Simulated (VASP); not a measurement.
Here is a VASP 6.6.1 calculation.

INCAR

```
PREC     = Accurate       # precision mode
ENCUT    = 600            # plane-wave cutoff, eV
EDIFF    = 1E-7           # SCF threshold, eV
ISMEAR   = -1             # smearing method
SIGMA    = 0.05           # smearing width, eV
LREAL    = False          # projectors in reciprocal space
LASPH    = True           # aspherical terms in the spheres
NELM     = 80             # most SCF steps
ALGO     = Normal         # electronic algorithm
ISIF     = 3              # what is computed and relaxed
LWAVE    = False          # write WAVECAR
LCHARG   = False          # write CHGCAR
GGA      = RE             # functional
IVDW     = 13             # dispersion correction
IBRION   = 2              # ionic algorithm
NSW      = 80             # ionic steps
EDIFFG   = -0.02          # ionic threshold
```

KPOINTS

```
regular mesh
0
Gamma
  10 10 10
```

POSCAR

```
BP
1.0
    0.0000000000      2.2690000000      2.2690000000
    2.2690000000      0.0000000000      2.2690000000
    2.2690000000      2.2690000000      0.0000000000
P B
1 1
Direct
    0.7500000000      0.7500000000      0.7500000000
    0.0000000000      0.0000000000      0.0000000000
```

Potentials or basis: VASP PAW PBE potentials, release 64 (P, B).

Command:

```sh
$ cat potpaw_PBE.64/P/POTCAR potpaw_PBE.64/B/POTCAR > POTCAR
$ mpirun -np 1 vasp_std > vasp.out
```

Predict the band gap on the k mesh.

1.17 eV (least direct gap 3.47 eV).

What does it give for the relaxed cell?

a = 3.158 Å, b = 3.158 Å, c = 3.158 Å, α = 60.00°, β = 60.00°, γ = 60.00°.

Estimate the dispersion energy per atom.

-0.751 eV.

What does it give for the relaxed volume?

11.13 Å³/atom.

The path:
```tsv
step	energy change (eV)	largest force (eV/Å)	pressure (GPa)	volume (Å³)
1	0.0000	0.0000	-7.77	23.36
2	-0.0123	0.0000	6.68	21.50
3	-0.0277	0.0000	-0.01	22.27
```

Caveat: the PAW data sets were made with another functional, which shifts forces and pressure a little. Expect the measured gap to be larger: semilocal functionals such as revPBE lack the derivative discontinuity.
